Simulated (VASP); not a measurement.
Ir, 1 atom in the cell. Symmetry: Fm-3m, No. 225, cubic system. Conventional cell: a = 3.839 Å, b = 3.839 Å, c = 3.839 Å, α = 90.00°, β = 90.00°, γ = 90.00°. Within 3.6 Å of Ir (site symmetry m-3m) lie 12 Ir at 2.71 Å. 

| Quantity | Value |
| --- | --- |
| Program | VASP 6.6.1 |
| Task | relaxation of cell and atoms |
| Functional | PBE |
| Potentials or basis | VASP PAW PBE potentials, release 64 (Ir) |
| Cutoff | 600 eV |
| k mesh | 17 × 17 × 17 |
| Occupations | fermi-dirac, width 0.05 eV |
| Spin | no spin polarisation |
| Dipole correction | no |
| Further INCAR settings | ALGO = Normal; EDIFF = 1e-06; IBRION = 2; EDIFFG = -0.01; NSW = 80; ISIF = 3 |

Potentials or basis: VASP PAW PBE potentials, release 64 (Ir).

Command:

```sh
$ cat potpaw_PBE.64/Ir/POTCAR > POTCAR
$ mpirun -np 1 vasp_std > vasp.out
```

Hardware: 1 thread of Intel(R) Xeon(R) Platinum 8259CL CPU @ 2.50GHz (Skylake/Cascade Lake) (shared host).

Task: How long does it take, and how much memory?

Result: Wall time 53 s on 1 thread of Intel(R) Xeon(R) Platinum 8259CL CPU @ 2.50GHz (Skylake/Cascade Lake), with other jobs on the host, peak memory 0.16 GiB. Counts: scf iterations 30, k points 165, ion steps 4.
